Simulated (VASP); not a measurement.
# Fe (I4/mmm) in VASP: notebook

Fe is run at these levels: PBE; tasks: single point.

Program: VASP 6.6.1. These are calculated values, not measurements. Logs are shortened: lines on timing, memory, paths and dates and some standing lists are left out, and cuts for length are marked.

### Step 1. The cell of the first run

It takes space group I4/mmm (No. 139, tetragonal). Conventional cell: a = 2.874 Å, b = 2.874 Å, c = 2.791 Å, α = 90.00°, β = 90.00°, γ = 90.00°. Within 3.3 Å of Fe (site symmetry 4/mmm) lie 14 Fe at 2.47 to 2.87 Å.

### Step 2. Single point, PBE, collinear spin, ferromagnetic start (biaxial strain in the a-b plane: +1.5 %, then relaxed in part)

File INCAR:

```
  PREC = Accurate
  ENCUT = 520
  EDIFF = 1E-6
  ISMEAR = 0
  SIGMA = 0.1
  LREAL = F
  LASPH = T
  NELM = 150
  ALGO = Fast
  ISIF = 2
  LWAVE = F
  LCHARG = F
  ISPIN = 2
  MAGMOM = 2.44 2.44
  LORBIT = 11
  LMAXMIX = 4
  GGA = PE
  NBANDS = 19
```

File KPOINTS:

```
Automatic mesh
0
Gamma
  14 14 14
```

File POSCAR:

```
Fe
1.0
    2.8741616140      0.0000000000      0.0000000000
    0.0000000000      2.8741616140      0.0000000000
    0.0000000000      0.0000000000      2.7907775460
Fe
2
Direct
    0.0000000000      0.0000000000      0.0000000000
    0.5000000000      0.5000000000      0.5000000000
```

Potentials or basis: VASP PAW PBE potentials, release 64 (Fe).

Started as:

```sh
$ cat potpaw_PBE.64/Fe/POTCAR > POTCAR
$ mpirun -np 1 vasp_std > vasp.out
```

OUTCAR:

```text
PREC = Accurate
   ENCUT = 520
   EDIFF = 1E-6
   ISMEAR = 0
   LREAL = F
   LASPH = T
   NELM = 150
   ISIF = 2
   ISPIN = 2
   LORBIT = 11
   GGA = PE

 ion  position               nearest neighbor table
   1  0.000  0.000  0.000-   2 2.47   2 2.47   2 2.47   2 2.47   2 2.47   2 2.47   2 2.47   2 2.47

   2  0.500  0.500  0.500-   1 2.47   1 2.47   1 2.47   1 2.47   1 2.47   1 2.47   1 2.47   1 2.47

  LATTYP: Found a simple tetragonal cell.
 ALAT       =     2.8741616140
 C/A-ratio  =     0.9709883858

  Lattice vectors:

 A1 = (   2.8741616140,   0.0000000000,   0.0000000000)
 A2 = (   0.0000000000,   2.8741616140,   0.0000000000)
 A3 = (   0.0000000000,   0.0000000000,   2.7907775460)

Analysis of symmetry for initial positions (statically):
=====================================================================
 Subroutine PRICEL returns following result:

  LATTYP: Found a body centered tetragonal cell.
 ALAT       =     2.8741616140
 C/A-ratio  =     0.9709883858

  Lattice vectors:

 A1 = (  -1.4370808070,  -1.4370808070,  -1.3953887730)
 A2 = (   1.4370808070,   1.4370808070,  -1.3953887730)
 A3 = (   1.4370808070,  -1.4370808070,   1.3953887730)

   2 primitive cells build up your supercell.

 Routine SETGRP: Setting up the symmetry group for a
 simple tetragonal supercell.

 Subroutine GETGRP returns: Found 16 space group operations
 (whereof 16 operations were pure point group operations)
 out of a pool of 16 trial point group operations.

The static configuration has the point symmetry D_4h.

Analysis of symmetry for dynamics (positions and initial velocities):
=====================================================================
 Subroutine PRICEL returns following result:

  LATTYP: Found a body centered tetragonal cell.
 ALAT       =     2.8741616140
 C/A-ratio  =     0.9709883858

  Lattice vectors:

 A1 = (  -1.4370808070,  -1.4370808070,  -1.3953887730)
 A2 = (   1.4370808070,   1.4370808070,  -1.3953887730)
 A3 = (   1.4370808070,  -1.4370808070,   1.3953887730)

   2 primitive cells build up your supercell.

 Routine SETGRP: Setting up the symmetry group for a
 simple tetragonal supercell.

 Subroutine GETGRP returns: Found 16 space group operations
 (whereof 16 operations were pure point group operations)
 out of a pool of 16 trial point group operations.

The dynamic configuration has the point symmetry D_4h.

Analysis of structural, dynamic, and magnetic symmetry:
=====================================================================
 Subroutine PRICEL returns following result:

  LATTYP: Found a body centered tetragonal cell.
 ALAT       =     2.8741616140
 C/A-ratio  =     0.9709883858

  Lattice vectors:

 A1 = (  -1.4370808070,  -1.4370808070,  -1.3953887730)
 A2 = (   1.4370808070,   1.4370808070,  -1.3953887730)
 A3 = (   1.4370808070,  -1.4370808070,   1.3953887730)

   2 primitive cells build up your supercell.

 Routine SETGRP: Setting up the symmetry group for a
 simple tetragonal supercell.

 Subroutine GETGRP returns: Found 16 space group operations
 (whereof 16 operations were pure point group operations)
 out of a pool of 16 trial point group operations.

The overall configuration has the point symmetry D_4h.

 Subroutine INISYM returns: Found 16 space group operations
 (whereof 16 operations are pure point group operations),
 and found     2 'primitive' translations

----------------------------------------------------------------------------------------

                                     Primitive cell

  volume of cell :      11.5270

  direct lattice vectors                    reciprocal lattice vectors
    -1.437080807 -1.437080807 -1.395388773     0.000000000 -0.347927547 -0.358323078
     1.437080807  1.437080807 -1.395388773     0.347927547  0.000000000 -0.358323078
     1.437080807 -1.437080807  1.395388773     0.347927547 -0.347927547  0.000000000

  length of vectors
     2.465261106  2.465261106  2.465261106     0.499448702  0.499448702  0.492043856

  position of ions in fractional coordinates (direct lattice)
     0.000000000  0.000000000  0.000000000

  ion indices of the primitive-cell ions
   primitive index   ion index
                 1           1

----------------------------------------------------------------------------------------

 KPOINTS: Automatic mesh

Automatic generation of k-mesh.
 Grid dimensions read from file:
 generate k-points for:   14   14   14

 Generating k-lattice:

  Cartesian coordinates                     Fractional coordinates (reciprocal lattice)
     0.024851968  0.000000000  0.000000000     0.071428571  0.000000000  0.000000000
     0.000000000  0.024851968  0.000000000     0.000000000  0.071428571  0.000000000
     0.000000000  0.000000000  0.025594506     0.000000000  0.000000000  0.071428571

  Length of vectors
     0.024851968  0.024851968  0.025594506

  Shift w.r.t. Gamma in fractional coordinates (k-lattice)
     0.000000000  0.000000000  0.000000000

 Subroutine IBZKPT returns following result:
 ===========================================

 Found    288 irreducible k-points:

 Following reciprocal coordinates:
            Coordinates               Weight
  0.000000  0.000000  0.000000      1.000000
  0.071429  0.000000  0.000000      4.000000
  0.142857  0.000000  0.000000      4.000000
  0.214286  0.000000  0.000000      4.000000
  0.285714  0.000000  0.000000      4.000000
  0.357143  0.000000  0.000000      4.000000
[... 16 lines left out ...]
  0.285714  0.214286  0.000000      8.000000
  0.357143  0.214286  0.000000      8.000000
 [... further k-points ...]
   k-points           NKPTS =    288   k-points in BZ     NKDIM =    288   number of bands    NBANDS=     19
   number of dos      NEDOS =    301   number of ions     NIONS =      2
   total plane-waves  NPLWV =  13824
   dimension x,y,z NGX =    24 NGY =   24 NGZ =   24
   dimension x,y,z NGXF=    48 NGYF=   48 NGZF=   48
   ions per type =               2
   NGX,Y,Z   is equivalent  to a cutoff of  13.88, 13.88, 14.30 a.u.
   NGXF,Y,Z  is equivalent  to a cutoff of  27.76, 27.76, 28.59 a.u.
 SYSTEM =  unknown system
   PREC   = accura    normal or accurate (medium, high low for compatibility)
   ISTART =      0    job   : 0-new  1-cont  2-samecut
   ICHARG =      2    charge: 1-file 2-atom 10-const
   ISPIN  =      2    spin polarized calculation?
   LNONCOLLINEAR =      F non collinear calculations
   LSORBIT =      F    spin-orbit coupling
   LASPH  =      T    aspherical Exc in radial PAW
   ENCUT  =  520.0 eV  38.22 Ry    6.18 a.u.   5.34  5.34  5.19*2*pi/ulx,y,z
   NELM   =    150;   NELMIN=  2; NELMDL= -5     # of ELM steps
   EDIFF  = 0.1E-05   stopping-criterion for ELM
   LREAL  =      F    real-space projection
   EDIFFG = 0.1E-04   stopping-criterion for IOM
   NSW    =      0    number of steps for IOM
   IBRION =     -1    ionic relax: 0-MD 1-quasi-New 2-CG
   NFREE  =      0    steps in history (QN), initial steepest desc. (CG)
   ISIF   =      2    stress and relaxation
   ISYM   =      2    0-nonsym 1-usesym 2-fastsym
   POTIM  = 0.5000    time-step for ionic-motion
   TEBEG  =    0.0;   TEEND  =   0.0 temperature during run
   PSTRESS=    0.0 pullay stress
   NELECT =      16.0000    total number of electrons
   NUPDOWN=      -1.0000    fix difference up-down
   EMIN   =  10.00;   EMAX   =-10.00  energy-range for DOS
   EFERMI =   0.00;   METHOD = LEGACY
   ISMEAR =     0;   SIGMA  =   0.10  broadening in eV -4-tet -1-fermi 0-gaus
   EFERMI_NEDOS =   21; number of points for ismear=-14 and -15
   IALGO  =     68    algorithm
   IMIX   =      4    mixing-type and parameters
     AMIX     =   0.40;   BMIX     =  1.00
     AMIX_MAG =   1.60;   BMIX_MAG =  1.00
  volume/ion in A,a.u.               =      11.53        77.79
  Fermi-wavevector in a.u.,A,eV,Ry     =   1.449436  2.739036 28.583989  2.100864
  Thomas-Fermi vector in A             =   2.567163
   LORBIT       =     11    0 simple, 1 ext, 2 COOP (PROOUT), +10 PAW based schemes
   GGA     = PE    functional components
   LHFCALC =     F    Hartree Fock is set to
   AEXX    =    0.0000 exact exchange contribution
   IVDW    =     0    specifies the selected vdW correction
   LEPSILON=     F    determine dielectric tensor
   LRPA    =     F    only Hartree local field effects (RPA)
 spin polarized calculation
 RMM-DIIS sequential band-by-band and
 Gauss-broadening in eV      SIGMA  =   0.10
  energy-cutoff  :      520.00
  volume of cell :       23.05
 maximum number of plane-waves:       638
 NGX is ok and might be reduce to    24
   NGX = 11   NGY = 11   NGZ = 11

 number of electron      15.9999998 magnetization       4.4286763

 Free energy of the ion-electron system (eV)
  ---------------------------------------------------
  ext. energy  EPLUGINS =         0.00000000
  ---------------------------------------------------
  free energy    TOTEN  =       -16.48339278 eV

  energy without entropy =      -16.47403016  energy(sigma->0) =      -16.47871147

 E-fermi :   5.6667     XC(G=0): -13.0341

 val. band max:        5.6649211236   @ k =   0.0714   0.0714   0.2143
 cond. band min:       5.6683225474   @ k =   0.3571   0.0714   0.2143
 fundamental gap:      0.0034014237
 Fermi energy:         5.6666511846

 spin component 1

 k-point     1 :       0.0000    0.0000    0.0000
  band No.  band energies     occupation
      1      -2.6728      1.00000
      2       0.8781      1.00000
      3       0.9456      1.00000
      4       3.2963      1.00000
      5       3.4531      1.00000
      6       3.4531      1.00000
[... 505 lines left out ...]
      6       3.5611      1.00000
[... 11 lines left out ...]
     18      27.1944      0.00000
     19      28.6118      0.00000

 [... further k-points ...]

 spin component 2

 k-point     1 :       0.0000    0.0000    0.0000
  band No.  band energies     occupation
      1      -2.5064      1.00000
      2       2.7153      1.00000
      3       2.7838      1.00000
      4       5.1865      1.00000
      5       5.4108      0.99985
      6       5.4108      0.99985
[... 505 lines left out ...]
      6       5.4334      0.99952
[... 11 lines left out ...]
     18      27.7653      0.00000
     19      28.9819      0.00000

 [... further k-points ...]
[... 5 lines left out ...]
  --------------------------------------------------------------------------------------
  -------------------------------------------------------------------------------------
  Total       -0.6169926     -0.6169926      0.0002826      0.0000000      0.0000000     -0.0000000
  in kB      -42.8788355    -42.8788355      0.0196376      0.0000000      0.0000000     -0.0000000
  external PRESSURE =     -28.5793445 kB  Pullay stress =       0.0000000 kB

 VOLUME and BASIS-vectors are now :
 -----------------------------------------------------------------------------
  energy-cutoff  :      520.00
  volume of cell :       23.05
      direct lattice vectors                 reciprocal lattice vectors
     2.874161614  0.000000000  0.000000000     0.347927547  0.000000000  0.000000000
     0.000000000  2.874161614  0.000000000     0.000000000  0.347927547  0.000000000
     0.000000000  0.000000000  2.790777546     0.000000000  0.000000000  0.358323078

 POSITION                                       TOTAL-FORCE (eV/Angst)
 -----------------------------------------------------------------------------------
      0.00000      0.00000      0.00000         0.000000     -0.000000     -0.000000
      1.43708      1.43708      1.39539        -0.000000      0.000000      0.000000
 -----------------------------------------------------------------------------------
    total drift:                                0.000000      0.000000     -0.000000

  FREE ENERGIE OF THE ION-ELECTRON SYSTEM (eV)
  ---------------------------------------------------
  free  energy   TOTEN  =       -16.4833927820 eV

  energy  without entropy=      -16.4740301615  energy(sigma->0) =      -16.47871147

 total charge

# of ion       s       p       d       tot
------------------------------------------
    1        0.481   0.528   6.230   7.238
    2        0.481   0.528   6.230   7.238
--------------------------------------------------
tot          0.962   1.056  12.459  14.477

 magnetization (x)

# of ion       s       p       d       tot
------------------------------------------
    1       -0.013  -0.054   2.282   2.214
    2       -0.013  -0.054   2.282   2.214
--------------------------------------------------
tot         -0.027  -0.109   4.563   4.428
```

It took 7.7 min on 1 thread of AMD EPYC 7R13, shared host; peak memory 0.26 GiB.

What came out:

| Item | Value |
| --- | --- |
| Free energy | -16.4834 eV |
| Pressure | -2.9 GPa |
| Net moment | 4.43 μB per cell |
| Site moments | Fe +2.21 μB |
| Valence electrons inside the program's atomic spheres | Fe 7.24 |

Stress tensor (GPa, compression positive):
```
-4.29  0.00  0.00
 0.00 -4.29  0.00
 0.00  0.00  0.00
```

Levels at points of the mesh, in eV from the Fermi level:
Spin up:
```csv
k point,band 6,band 7,band 8,band 9,band 10,band 11,band 12,band 13,band 14,band 15
"(0.00, 0.00, 0.00)",-2.21,-1.17,-1.02,0.08,0.08,0.14,9.47,9.47,10.61,15.20
"(0.50, 0.00, 0.00)",-1.86,-1.74,-1.74,-1.09,-1.09,0.08,0.08,16.46,16.46,17.44
"(0.50, 0.50, 0.00)",-1.13,-0.97,-0.97,0.34,0.34,0.37,0.37,7.03,7.03,18.69
"(0.00, 0.00, 0.50)",-1.90,-1.90,-1.90,-1.14,-1.14,0.42,0.42,16.80,16.80,16.80
"(0.50, 0.00, 0.50)",-1.03,-0.81,-0.81,0.37,0.37,0.62,0.62,7.34,7.34,18.04
"(0.50, 0.50, 0.50)",-3.11,-0.93,-0.93,-0.81,-0.81,8.42,8.42,8.61,8.61,8.61
```
Spin down:
| k point | band 4 | band 5 | band 6 | band 7 | band 8 | band 9 |
| --- | --- | --- | --- | --- | --- | --- |
| (0.00, 0.00, 0.00) | -0.48 | -0.26 | -0.26 | 1.56 | 1.79 | 2.30 |
| (0.50, 0.00, 0.00) | -0.73 | -0.03 | -0.03 | 0.17 | 0.17 | 0.99 |
| (0.50, 0.50, 0.00) | -1.42 | 0.47 | 0.47 | 1.38 | 1.38 | 1.88 |
| (0.00, 0.00, 0.50) | -0.64 | -0.03 | -0.03 | -0.03 | -0.03 | 0.89 |
| (0.50, 0.00, 0.50) | -1.67 | 0.73 | 0.73 | 1.59 | 1.59 | 1.98 |
| (0.50, 0.50, 0.50) | -1.79 | -1.71 | -1.71 | 1.94 | 1.94 | 2.02 |

Caveat: the cell differs from its parent crystal (biaxial strain in the a-b plane: +1.5 %, then relaxed in part).

### Step 3. Single point, PBE, collinear spin, ferromagnetic start (biaxial strain in the a-b plane: +1.5 %)

File INCAR:

```
  PREC = Accurate
  ENCUT = 520
  EDIFF = 1E-6
  ISMEAR = 0
  SIGMA = 0.1
  LREAL = False
  LASPH = True
  NELM = 150
  ALGO = Normal
  ISIF = 2
  LWAVE = False
  LCHARG = True
  ISPIN = 2
  MAGMOM = 2.44 2.44
  LORBIT = 11
  LMAXMIX = 4
  GGA = PE
  LELF = True
  LVHAR = True
  NBANDS = 19
```

KPOINTS is that of step 2.

Edit POSCAR of step 2 so:

```diff
@@ -4,3 +4,3 @@
     0.0000000000      2.8741616140      0.0000000000
-    0.0000000000      0.0000000000      2.7907775460
+    0.0000000000      0.0000000000      2.8062011423
 Fe
```

Potentials or basis: VASP PAW PBE potentials, release 64 (Fe).

Started as:

```sh
$ cat potpaw_PBE.64/Fe/POTCAR > POTCAR
$ mpirun -np 1 vasp_std > vasp.out
```

Run time: 6.8 min. Hardware: 1 thread of AMD EPYC 7R13, shared host; peak memory 0.26 GiB.

The run converged. Its results:

```
Free energy                                           : -16.4828 eV
Pressure                                              : -3.8 GPa
Net moment                                            : 4.45 μB per cell
Site moments                                          : Fe +2.22 μB
Valence electrons inside the program's atomic spheres : Fe 7.23
```

Stress tensor (GPa, compression positive):
```
-4.96  0.00  0.00
 0.00 -4.96  0.00
 0.00  0.00 -1.55
```

Levels at points of the mesh, in eV from the Fermi level:
Spin up:
```csv
k point,band 8,band 9,band 10,band 11,band 12,band 13
"(0.00, 0.00, 0.00)",-1.03,0.07,0.07,0.12,9.50,9.50
"(0.50, 0.00, 0.00)",-1.75,-1.10,-1.10,0.10,0.10,16.48
"(0.50, 0.50, 0.00)",-0.96,0.33,0.33,0.41,0.41,7.02
"(0.00, 0.00, 0.50)",-1.88,-1.13,-1.13,0.36,0.36,16.75
"(0.50, 0.00, 0.50)",-0.83,0.36,0.36,0.61,0.61,7.27
"(0.50, 0.50, 0.50)",-0.92,-0.82,-0.82,8.41,8.41,8.56
```
Spin down:
| k point | band 3 | band 4 | band 5 | band 6 | band 7 | band 8 | band 9 | band 10 |
| --- | --- | --- | --- | --- | --- | --- | --- | --- |
| (0.00, 0.00, 0.00) | -2.85 | -0.43 | -0.25 | -0.25 | 1.59 | 1.78 | 2.31 | 2.31 |
| (0.50, 0.00, 0.00) | -0.70 | -0.70 | 0.01 | 0.01 | 0.16 | 0.16 | 0.99 | 0.99 |
| (0.50, 0.50, 0.00) | -1.42 | -1.42 | 0.50 | 0.50 | 1.42 | 1.42 | 1.90 | 1.90 |
| (0.00, 0.00, 0.50) | -0.62 | -0.62 | 0.00 | 0.00 | 0.00 | 0.00 | 0.91 | 0.91 |
| (0.50, 0.00, 0.50) | -1.63 | -1.63 | 0.71 | 0.71 | 1.59 | 1.59 | 1.98 | 1.98 |
| (0.50, 0.50, 0.50) | -1.76 | -1.76 | -1.69 | -1.69 | 1.95 | 1.95 | 2.02 | 2.02 |

Caveat: the cell differs from its parent crystal (biaxial strain in the a-b plane: +1.5 %).

### Step 4. Single point, PBE, collinear spin, ferromagnetic start (biaxial strain in the a-b plane: +3.0 %, then relaxed in part)

File INCAR:

```
PREC = Accurate
ENCUT = 520
EDIFF = 1E-7
ISMEAR = 0
SIGMA = 0.1
LREAL = False
LASPH = True
NELM = 150
ALGO = Fast
ISIF = 2
LWAVE = False
LCHARG = False
ISPIN = 2
MAGMOM = 2.44 2.44
LORBIT = 11
LMAXMIX = 4
GGA = PE
NBANDS = 19
```

File KPOINTS:

```
regular mesh
0
Gamma
  14 14 14
```

File POSCAR:

```
Fe
1.0
    2.9166369088      0.0000000000      0.0000000000
    0.0000000000      2.9166369088      0.0000000000
    0.0000000000      0.0000000000      2.7544546983
Fe
2
Direct
    0.0000000000      0.0000000000      0.0000000000
    0.5000000000      0.5000000000      0.5000000000
```

Started as:

```sh
$ cat potpaw_PBE.64/Fe/POTCAR > POTCAR
$ mpirun -np 1 vasp_std > vasp.out
```

Wall time 6.3 min (1 thread of AMD EPYC 7R13, shared host); peak memory 0.25 GiB.

The run converged. Its results:

* Free energy: -16.4573 eV
* Pressure: -5.2 GPa
* Net moment: 4.50 μB per cell
* Site moments: Fe +2.25 μB
* Valence electrons inside the program's atomic spheres: Fe 7.21

Stress tensor (GPa, compression positive):
```
-7.77  0.00  0.00
 0.00 -7.77  0.00
 0.00  0.00  0.02
```

Levels at points of the mesh, in eV from the Fermi level:
Spin up:
```tsv
k point	band 6	band 7	band 8	band 9	band 10	band 11	band 12	band 13	band 14	band 15
(0.00, 0.00, 0.00)	-2.13	-1.25	-0.96	0.03	0.03	0.15	9.02	9.02	11.24	14.76
(0.50, 0.00, 0.00)	-1.86	-1.63	-1.63	-1.07	-1.07	-0.04	-0.04	15.85	15.85	17.19
(0.50, 0.50, 0.00)	-1.23	-1.03	-1.03	0.24	0.24	0.28	0.28	6.70	6.70	19.00
(0.00, 0.00, 0.50)	-1.95	-1.95	-1.95	-1.16	-1.16	0.60	0.60	16.50	16.50	16.50
(0.50, 0.00, 0.50)	-1.07	-0.69	-0.69	0.33	0.33	0.72	0.72	7.31	7.31	17.73
(0.50, 0.50, 0.50)	-3.00	-0.98	-0.98	-0.76	-0.76	8.20	8.20	8.57	8.57	8.57
```
Spin down:
```
           k point  band 4  band 5  band 6  band 7  band 8  band 9
(0.00, 0.00, 0.00)   -0.54   -0.10   -0.10    1.46    1.91    2.32
(0.50, 0.00, 0.00)   -0.69   -0.02   -0.02    0.35    0.35    1.07
(0.50, 0.50, 0.00)   -1.16    0.32    0.32    1.26    1.26    1.86
(0.00, 0.00, 0.50)   -0.50   -0.04   -0.04   -0.04   -0.04    0.88
(0.50, 0.00, 0.50)   -1.65    0.82    0.82    1.63    1.63    2.08
(0.50, 0.50, 0.50)   -1.73   -1.57   -1.57    1.93    1.93    2.07
```

Caveat: the cell differs from its parent crystal (biaxial strain in the a-b plane: +3.0 %, then relaxed in part).

### Step 5. The runs side by side

| cell | gap on the mesh (eV) | pressure (GPa) | moment (μB) |
| --- | --- | --- | --- |
| a = 2.874, b = 2.874, c = 2.791 Å, 2 atoms | none | -2.9 | 4.43 |
| a = 2.874, b = 2.874, c = 2.806 Å, 2 atoms | none | -3.8 | 4.45 |
| a = 2.917, b = 2.917, c = 2.754 Å, 2 atoms | none | -5.2 | 4.50 |

Alike in all rows: task single point; level PBE; potentials or basis VASP PAW PBE potentials, release 64 (Fe); spin collinear, ferromagnetic start; k mesh 14 × 14 × 14; cutoff (eV) 520; smearing gaussian 0.1 eV.

Total energies depend on the potentials used, so only differences within one code and one set of settings carry meaning.
